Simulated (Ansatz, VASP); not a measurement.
**Two plane-wave programs on PbSe**

```
Pb Se
1.0
     0.00000    3.05147    3.05147
     3.05147    0.00000    3.05147
     3.05147    3.05147    0.00000
Pb Se
1 1
Direct
  0.00000 0.00000 0.00000
  0.50000 0.50000 0.50000
```

Alike in both runs: task single point; functional PBEsol; k mesh 12 × 12 × 12; occupations fermi-dirac, width 0.01 eV; non-collinear spin, spin-orbit coupling.

|  | VASP | Ansatz |
| --- | --- | --- |
| version | VASP 6.6.1 | Ansatz 0.2.0 |
| potentials or method | VASP PAW PBE potentials, release 64 (Pb_d, Se) | PAW with Ansatz's default frozen-core files, fully relativistic files with spin-orbit coupling |
| plane-wave cutoff (eV) | 520 | 420 |
| valence electrons in the cell | 20 | 30 |

```csv
,VASP,Ansatz,Ansatz less VASP
pressure (GPa),-0.3,-0.4,-0.13
net moment per atom (μB),0.00,0.00,0.000
```

VASP's potentials were made for PBE, not for PBEsol. With one functional, cell and mesh, what is left measures potentials, basis and numerics. VASP's potentials hold 20 valence electrons a cell and Ansatz's 30, so a difference there can come from the potentials and not from the codes.
